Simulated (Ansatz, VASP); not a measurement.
ZnSe in VASP and in Ansatz

```
Zn Se
1.0
     0.00000    2.78367    2.78367
     2.78367    0.00000    2.78367
     2.78367    2.78367    0.00000
Zn Se
1 1
Direct
  0.00000 0.00000 0.00000
  0.25000 0.25000 0.25000
```

Alike in both runs: functional LDA; k mesh 8 × 8 × 8; occupations gaussian, width 0.02 eV; no spin polarisation.

Ansatz relaxed the structure, and its values are those at the end. VASP's run is a single point on that final structure, the one shown.

```csv
,VASP,Ansatz
version,VASP 6.6.1,Ansatz 0.2.0
potentials or method,"VASP PAW LDA potentials, release 64 (Zn, Se), cutoff 500 eV","scalar-relativistic, plane waves, PAW"
valence electrons in the cell,18,28
```

|  | VASP | Ansatz | Ansatz less VASP |
| --- | --- | --- | --- |
| gap on the k mesh at the Fermi level (eV) | 1.29 | 1.25 | -0.044 |
| least direct gap on the mesh (eV) | 1.29 | 1.25 | -0.044 |
| pressure (GPa) | 0.4 | 0.0 | -0.37 |

Ansatz warns that its potentials were made for another functional, while VASP's fit it. LDA's correlation is that of Perdew and Zunger in VASP and of Perdew and Wang (1992) in Ansatz. VASP's potentials hold 18 valence electrons a cell and Ansatz's 28, so a difference there can come from the potentials and not from the codes.
